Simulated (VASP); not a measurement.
# ZrP3 (Pm-3m) in VASP: a series of runs

ZrP3 is run at these levels: PBE; tasks: single point, relaxation of cell and atoms.

All numbers are computed with VASP 6.6.1; they aren't measurements. Logs are shortened: lines on timing, memory, paths and dates and some standing lists are left out, and cuts for length are marked.

## 1. The cell of the first run

Symmetry: Pm-3m, No. 221, cubic system. The conventional cell has a = 4.013 Å, b = 4.013 Å, c = 4.013 Å, α = 90.00°, β = 90.00°, γ = 90.00°. Within 3.7 Å of Zr (site symmetry m-3m) lie 12 P at 2.84 Å. P (site symmetry 4/mmm) has 4 Zr at 2.84 Å and 8 P at 2.84 Å within 3.7 Å.

## 2. Single point, PBE

Contents of INCAR:

```
PREC = Accurate ; ENCUT = 500
EDIFF = 1E-6 ; ISMEAR = 0
SIGMA = 0.1 ; LREAL = False
LASPH = True ; NELM = 120
ALGO = Normal ; ISIF = 2
LWAVE = False ; LCHARG = True
GGA = PE ; LELF = True
LVHAR = True ; NBANDS = 22
GGA_COMPAT = False
```

Contents of KPOINTS:

```
Automatic mesh
0
Gamma
  12 12 12
```

Contents of POSCAR:

```
ZrP3
1.0
    4.0133495893      0.0000000000      0.0000000000
    0.0000000000      4.0133495893      0.0000000000
    0.0000000000      0.0000000000      4.0133495893
Zr P
1 3
Direct
    0.0000000000      0.0000000000      0.0000000000
    0.0000000000      0.5000000000      0.5000000000
    0.5000000000      0.0000000000      0.5000000000
    0.5000000000      0.5000000000      0.0000000000
```

Potentials or basis: VASP PAW PBE potentials, release 64 (Zr_sv, P).

Run with:

```
cat potpaw_PBE.64/Zr_sv/POTCAR potpaw_PBE.64/P/POTCAR > POTCAR
mpirun -np 1 vasp_std > vasp.out
```

OUTCAR:

```text
PREC = Accurate
   ENCUT = 500
   EDIFF = 1E-6
   ISMEAR = 0
   LREAL = False
   LASPH = True
   NELM = 120
   ISIF = 2
   GGA = PE

 ion  position               nearest neighbor table
   1  0.000  0.000  0.000-   2 2.84   3 2.84   4 2.84   2 2.84   3 2.84   2 2.84   4 2.84   2 2.84
                             3 2.84   4 2.84   3 2.84   4 2.84
   2  0.000  0.500  0.500-   1 2.84   3 2.84   4 2.84   1 2.84   4 2.84   1 2.84   3 2.84   1 2.84
                             3 2.84   4 2.84   4 2.84   3 2.84
   3  0.500  0.000  0.500-   1 2.84   2 2.84   4 2.84   1 2.84   4 2.84   2 2.84   4 2.84   4 2.84
                             1 2.84   2 2.84   1 2.84   2 2.84
   4  0.500  0.500  0.000-   1 2.84   2 2.84   3 2.84   2 2.84   3 2.84   1 2.84   3 2.84   3 2.84
                             1 2.84   2 2.84   2 2.84   1 2.84

  LATTYP: Found a simple cubic cell.
 ALAT       =     4.0133495893

  Lattice vectors:

 A1 = (   4.0133495893,   0.0000000000,   0.0000000000)
 A2 = (   0.0000000000,   4.0133495893,   0.0000000000)
 A3 = (   0.0000000000,   0.0000000000,   4.0133495893)

Analysis of symmetry for initial positions (statically):
=====================================================================
 Subroutine PRICEL returns:
 Original cell was already a primitive cell.

 Routine SETGRP: Setting up the symmetry group for a
 simple cubic supercell.

 Subroutine GETGRP returns: Found 48 space group operations
 (whereof 48 operations were pure point group operations)
 out of a pool of 48 trial point group operations.

The static configuration has the point symmetry O_h .

Analysis of symmetry for dynamics (positions and initial velocities):
=====================================================================
 Subroutine PRICEL returns:
 Original cell was already a primitive cell.

 Routine SETGRP: Setting up the symmetry group for a
 simple cubic supercell.

 Subroutine GETGRP returns: Found 48 space group operations
 (whereof 48 operations were pure point group operations)
 out of a pool of 48 trial point group operations.

The dynamic configuration has the point symmetry O_h .

 Subroutine INISYM returns: Found 48 space group operations
 (whereof 48 operations are pure point group operations),
 and found     1 'primitive' translations

----------------------------------------------------------------------------------------

                                     Primitive cell

  volume of cell :      64.6429

  direct lattice vectors                    reciprocal lattice vectors
     4.013349589  0.000000000  0.000000000     0.249168426  0.000000000  0.000000000
     0.000000000  4.013349589  0.000000000     0.000000000  0.249168426  0.000000000
     0.000000000  0.000000000  4.013349589     0.000000000  0.000000000  0.249168426

  length of vectors
     4.013349589  4.013349589  4.013349589     0.249168426  0.249168426  0.249168426

  position of ions in fractional coordinates (direct lattice)
     0.000000000  0.000000000  0.000000000
     0.000000000  0.500000000  0.500000000
     0.500000000  0.000000000  0.500000000
     0.500000000  0.500000000  0.000000000

  ion indices of the primitive-cell ions
   primitive index   ion index
                 1           1
                 2           2
                 3           3
                 4           4

----------------------------------------------------------------------------------------

 KPOINTS: Automatic mesh

Automatic generation of k-mesh.
 Grid dimensions read from file:
 generate k-points for:   12   12   12

 Generating k-lattice:

  Cartesian coordinates                     Fractional coordinates (reciprocal lattice)
     0.020764035  0.000000000  0.000000000     0.083333333  0.000000000  0.000000000
     0.000000000  0.020764035  0.000000000     0.000000000  0.083333333  0.000000000
     0.000000000  0.000000000  0.020764035     0.000000000  0.000000000  0.083333333

  Length of vectors
     0.020764035  0.020764035  0.020764035

  Shift w.r.t. Gamma in fractional coordinates (k-lattice)
     0.000000000  0.000000000  0.000000000

 Subroutine IBZKPT returns following result:
 ===========================================

 Found     84 irreducible k-points:

 Following reciprocal coordinates:
            Coordinates               Weight
  0.000000  0.000000  0.000000      1.000000
  0.083333  0.000000  0.000000      6.000000
  0.166667  0.000000  0.000000      6.000000
  0.250000  0.000000  0.000000      6.000000
  0.333333  0.000000  0.000000      6.000000
  0.416667  0.000000  0.000000      6.000000
[... 16 lines left out ...]
  0.333333  0.333333  0.000000     12.000000
  0.416667  0.333333  0.000000     24.000000
 [... further k-points ...]
   k-points           NKPTS =     84   k-points in BZ     NKDIM =     84   number of bands    NBANDS=     22
   number of dos      NEDOS =    301   number of ions     NIONS =      4
   total plane-waves  NPLWV =  27000
   dimension x,y,z NGX =    30 NGY =   30 NGZ =   30
   dimension x,y,z NGXF=    60 NGYF=   60 NGZF=   60
   ions per type =               1   3
   NGX,Y,Z   is equivalent  to a cutoff of  12.43, 12.43, 12.43 a.u.
   NGXF,Y,Z  is equivalent  to a cutoff of  24.85, 24.85, 24.85 a.u.
 SYSTEM =  unknown system
   PREC   = accura    normal or accurate (medium, high low for compatibility)
   ISTART =      0    job   : 0-new  1-cont  2-samecut
   ICHARG =      2    charge: 1-file 2-atom 10-const
   ISPIN  =      1    spin polarized calculation?
   LNONCOLLINEAR =      F non collinear calculations
   LSORBIT =      F    spin-orbit coupling
   LASPH  =      T    aspherical Exc in radial PAW
   ENCUT  =  500.0 eV  36.75 Ry    6.06 a.u.   7.32  7.32  7.32*2*pi/ulx,y,z
   NELM   =    120;   NELMIN=  2; NELMDL= -5     # of ELM steps
   EDIFF  = 0.1E-05   stopping-criterion for ELM
   LREAL  =      F    real-space projection
   EDIFFG = 0.1E-04   stopping-criterion for IOM
   NSW    =      0    number of steps for IOM
   IBRION =     -1    ionic relax: 0-MD 1-quasi-New 2-CG
   NFREE  =      0    steps in history (QN), initial steepest desc. (CG)
   ISIF   =      2    stress and relaxation
   ISYM   =      2    0-nonsym 1-usesym 2-fastsym
   POTIM  = 0.5000    time-step for ionic-motion
   TEBEG  =    0.0;   TEEND  =   0.0 temperature during run
   PSTRESS=    0.0 pullay stress
   NELECT =      27.0000    total number of electrons
   NUPDOWN=      -1.0000    fix difference up-down
   EMIN   =  10.00;   EMAX   =-10.00  energy-range for DOS
   EFERMI =   0.00;   METHOD = LEGACY
   ISMEAR =     0;   SIGMA  =   0.10  broadening in eV -4-tet -1-fermi 0-gaus
   EFERMI_NEDOS =   21; number of points for ismear=-14 and -15
   IALGO  =     38    algorithm
   IMIX   =      4    mixing-type and parameters
     AMIX     =   0.40;   BMIX     =  1.00
     AMIX_MAG =   1.60;   BMIX_MAG =  1.00
  volume/ion in A,a.u.               =      16.16       109.06
  Fermi-wavevector in a.u.,A,eV,Ry     =   1.223740  2.312533 20.375257  1.497539
  Thomas-Fermi vector in A             =   2.358840
   LORBIT       =      0    0 simple, 1 ext, 2 COOP (PROOUT), +10 PAW based schemes
   GGA     = PE    functional components
   LHFCALC =     F    Hartree Fock is set to
   AEXX    =    0.0000 exact exchange contribution
   IVDW    =     0    specifies the selected vdW correction
   LEPSILON=     F    determine dielectric tensor
   LRPA    =     F    only Hartree local field effects (RPA)
 non-spin polarized calculation
 Gauss-broadening in eV      SIGMA  =   0.10
  energy-cutoff  :      500.00
  volume of cell :       64.64
 maximum number of plane-waves:      1666
 NGX is ok and might be reduce to    30
   NGX = 15   NGY = 15   NGZ = 15

 number of electron      26.9999992 magnetization

 Free energy of the ion-electron system (eV)
  ---------------------------------------------------
  ext. energy  EPLUGINS =         0.00000000
  ---------------------------------------------------
  free energy    TOTEN  =       -25.08843378 eV

  energy without entropy =      -25.07647844  energy(sigma->0) =      -25.08245611

 E-fermi :  10.2845     XC(G=0): -11.4725

 val. band max:       10.2803326699   @ k =   0.4167   0.3333   0.2500
 cond. band min:      10.3079833593   @ k =   0.1667   0.0833   0.0000
 fundamental gap:      0.0276506894
 Fermi energy:        10.2845191708

 k-point     1 :       0.0000    0.0000    0.0000
  band No.  band energies     occupation
      1     -39.6037      2.00000
      2     -17.6377      2.00000
      3     -17.6377      2.00000
      4     -17.6377      2.00000
      5      -4.5025      2.00000
      6       1.5822      2.00000
[... 14 lines left out ...]
     21      13.5317      0.00000
     22      13.5317      0.00000

 k-point     2 :       0.0833    0.0000    0.0000
  band No.  band energies     occupation
      1     -39.6036      2.00000
      2     -17.6436      2.00000
      3     -17.6371      2.00000
      4     -17.6371      2.00000
      5      -4.4390      2.00000
      6       1.3474      2.00000
[... 14 lines left out ...]
     21      13.3179      0.00000
     22      13.3209      0.00000

 k-point     3 :       0.1667    0.0000    0.0000
  band No.  band energies     occupation
      1     -39.6030      2.00000
      2     -17.6596      2.00000
      3     -17.6356      2.00000
      4     -17.6356      2.00000
      5      -4.2507      2.00000
      6       0.7694      2.00000
[... 14 lines left out ...]
     21      12.8462      0.00000
     22      12.8462      0.00000
[... 476 lines left out ...]
 k-point    23 :       0.3333    0.3333    0.0000
  band No.  band energies     occupation
      1     -39.5993      2.00000
      2     -17.6942      2.00000
      3     -17.6911      2.00000
      4     -17.6252      2.00000
      5      -2.7186      2.00000
      6      -0.3280      2.00000
[... 14 lines left out ...]
     21      14.5211      0.00000
     22      16.9103      0.00000

 k-point    24 :       0.4167    0.3333    0.0000
  band No.  band energies     occupation
      1     -39.5988      2.00000
      2     -17.7075      2.00000
      3     -17.6900      2.00000
      4     -17.6237      2.00000
      5      -2.3355      2.00000
      6      -0.7515      2.00000
[... 14 lines left out ...]
     21      14.9583      0.00000
     22      17.5843      0.00000

 [... further k-points ...]

------------------------ aborting loop because EDIFF is reached ----------------------------------------

  FORCE on cell =-STRESS in cart. coord.  units (eV):
  Direction    XX          YY          ZZ          XY          YZ          ZX
  --------------------------------------------------------------------------------------
  -------------------------------------------------------------------------------------
  Total       -0.0195522     -0.0195522     -0.0195522      0.0000000      0.0000000     -0.0000000
  in kB       -0.4846024     -0.4846024     -0.4846024      0.0000000      0.0000000     -0.0000000
  external PRESSURE =      -0.4846024 kB  Pullay stress =       0.0000000 kB

 VOLUME and BASIS-vectors are now :
 -----------------------------------------------------------------------------
  energy-cutoff  :      500.00
  volume of cell :       64.64
      direct lattice vectors                 reciprocal lattice vectors
     4.013349589  0.000000000  0.000000000     0.249168426  0.000000000  0.000000000
     0.000000000  4.013349589  0.000000000     0.000000000  0.249168426  0.000000000
     0.000000000  0.000000000  4.013349589     0.000000000  0.000000000  0.249168426

 POSITION                                       TOTAL-FORCE (eV/Angst)
 -----------------------------------------------------------------------------------
      0.00000      0.00000      0.00000         0.000000      0.000000      0.000000
      0.00000      2.00667      2.00667         0.000000      0.000000      0.000000
      2.00667      0.00000      2.00667         0.000000      0.000000      0.000000
      2.00667      2.00667      0.00000         0.000000      0.000000      0.000000
 -----------------------------------------------------------------------------------
    total drift:                                0.000000      0.000000     -0.000000

  FREE ENERGIE OF THE ION-ELECTRON SYSTEM (eV)
  ---------------------------------------------------
  free  energy   TOTEN  =       -25.0884337778 eV

  energy  without entropy=      -25.0764784417  energy(sigma->0) =      -25.08245611
```

Run time: 76 s. Hardware: 1 thread of Intel Xeon Platinum 8488C (Sapphire Rapids), shared host; peak memory 0.23 GiB.

What came out:

| Item | Value |
| --- | --- |
| Free energy | -25.0884 eV |
| Pressure | 0.0 GPa |
| Band gap on the k mesh | zero (an odd number of electrons rules out a gap without spin polarisation) |

## 3. Relaxation of cell and atoms, PBE

This run uses another cell than the first one, of 16.60 Å³/atom.

Contents of INCAR:

```
SYSTEM = ZrP3
PREC = Accurate
ENCUT = 500
EDIFF = 1E-7
ISMEAR = 0
SIGMA = 0.1
LREAL = .FALSE.
LASPH = .TRUE.
NELM = 120
ALGO = Normal
ISIF = 3
LWAVE = .FALSE.
LCHARG = .FALSE.
GGA = PE
IBRION = 2
NSW = 100
EDIFFG = -0.01
GGA_COMPAT = .FALSE.
NELMIN = 4
```

Contents of KPOINTS:

```
regular mesh
0
G
  12 12 12
  0 0 0
```

Contents of POSCAR:

```
ZrP3
1.0
    4.0494038314      0.0000000000      0.0000000000
    0.0000000000      4.0494038314      0.0000000000
    0.0000000000      0.0000000000      4.0494038314
Zr P
1 3
Direct
    0.0000000000      0.0000000000      0.0000000000
    0.0000000000      0.5000000000      0.5000000000
    0.5000000000      0.0000000000      0.5000000000
    0.5000000000      0.5000000000      0.0000000000
```

Potentials or basis: VASP PAW PBE potentials, release 64 (Zr_sv, P).

Run with:

```
cat potpaw_PBE.64/Zr_sv/POTCAR potpaw_PBE.64/P/POTCAR > POTCAR
mpirun -np 1 vasp_std > vasp.out
```

Run time: 3.2 min. Hardware: 1 thread of Intel Xeon Platinum 8488C (Sapphire Rapids), shared host; peak memory 0.23 GiB.

The run converged. Its results:

| Item | Value |
| --- | --- |
| Free energy | -25.0890 eV |
| Relaxed volume | 16.15 Å³/atom |
| Relaxed cell | a = 4.013 Å, b = 4.013 Å, c = 4.013 Å, α = 90.00°, β = 90.00°, γ = 90.00° |
| Space group after relaxing (to 0.1 Å) | Pm-3m (No. 221) |
| Energy gained by relaxing | 4.0 meV/atom |
| Ionic steps | 3 |
| Pressure after relaxing | 0.0 GPa |
| Band gap on the k mesh | zero (an odd number of electrons rules out a gap without spin polarisation) |

Step by step:
| step | energy change (eV) | largest force (eV/Å) | pressure (GPa) | volume (Å³) |
| --- | --- | --- | --- | --- |
| 1 | 0.0000 | 0.0000 | -2.78 | 66.40 |
| 2 | -0.0112 | 0.0000 | 1.63 | 63.67 |
| 3 | -0.0159 | 0.0000 | 0.00 | 64.61 |

Final structure:
```xyz
4
Lattice="4.0127 0.0000 0.0000 0.0000 4.0127 0.0000 0.0000 0.0000 4.0127" Properties=species:S:1:pos:R:3 pbc="T T T"
Zr    0.0000    0.0000    0.0000
P     0.0000    2.0064    2.0064
P     2.0064    0.0000    2.0064
P     2.0064    2.0064    0.0000
```

Levels at points of the mesh, in eV from the Fermi level:
```csv
k point,band 11,band 12,band 13,band 14,band 15,band 16,band 17
"(0.00, 0.00, 0.00)",-0.34,-0.34,-0.34,-0.23,-0.23,-0.23,0.39
"(0.50, 0.00, 0.00)",-2.43,-2.43,-1.78,-1.34,0.08,0.96,0.96
"(0.50, 0.50, 0.00)",-3.10,-2.43,-1.51,-1.51,0.54,0.89,2.12
"(0.50, 0.50, 0.50)",-5.84,0.50,1.44,1.44,2.31,2.31,2.31
```

The gap in the log of VASP goes by the Fermi energy; the results here count the filled bands.